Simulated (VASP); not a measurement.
MnO:

```xyz
2
Lattice="0.0000 2.3809 2.3809 2.3809 0.0000 2.3809 2.3809 2.3809 0.0000" Properties=species:S:1:pos:R:3 pbc="T T T"
Mn    0.0000    0.0000    0.0000
O     1.1905    1.1905    1.1905
```

Base run:

| Item | Value |
| --- | --- |
| Program | VASP 6.6.1 |
| Functional | PBE |
| Potentials or basis | VASP PAW PBE potentials, release 64 (Mn_pv, O) |
| Cutoff | 600 eV |
| k mesh | 7 × 7 × 7 |
| Occupations | tetrahedron |
| Spin | collinear spin, ferromagnetic start |
| Starting moments | [3.9, 0.0] μB |

Its results: pressure 3.3 GPa; net moment 5.00 μB per cell; site moments Mn +4.42; O +0.20 μB.

Task: The run is repeated on the same cell with these changes: occupations from tetrahedron to fermi-dirac, width 0.1 eV. What comes out?

Result: Pressure 2.4 GPa; net moment 4.94 μB per cell; site moments Mn +4.38; O +0.19 μB.

Caveats: a cell with one magnetic atom can't hold antiferromagnetic order, which such compounds often take.
